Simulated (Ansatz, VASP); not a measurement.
One calculation of F, two programs

```xyz
2
Lattice="1.9060 0.0000 0.0000 -0.9530 1.6506 0.0000 0.0000 0.0000 2.6982" Properties=species:S:1:pos:R:3 pbc="T T T"
F     0.0000    1.1004    0.6745
F     0.9530    0.5502    2.0236
```

Change from the starting cell: volume scaled by 0.4, PAW files.

Alike in both runs: task single point; functional PBE; k mesh 18 × 18 × 10; occupations fermi-dirac, width 0.05 eV; no spin polarisation.

|  | VASP | Ansatz |
| --- | --- | --- |
| version | VASP 6.6.1 | Ansatz 0.2.0 |
| potentials or method | VASP PAW PBE potentials, release 64 (F) | PAW with Ansatz's default frozen-core files, scalar-relativistic |
| plane-wave cutoff (eV) | 520 | 420 |
| valence electrons in the cell | 14 | 14 |

```csv
,VASP,Ansatz,Ansatz less VASP
pressure (GPa),424.8,424.7,-0.05
"traceless stress, the component that is largest in VASP (GPa)",0.39,0.34,-0.045
```

Both programs put the cell under a high pressure, so it lies far from rest at this level. With one functional, cell and mesh, what is left measures potentials, basis and numerics.

Noted on VASP's run: the cell as given lies far from equilibrium.
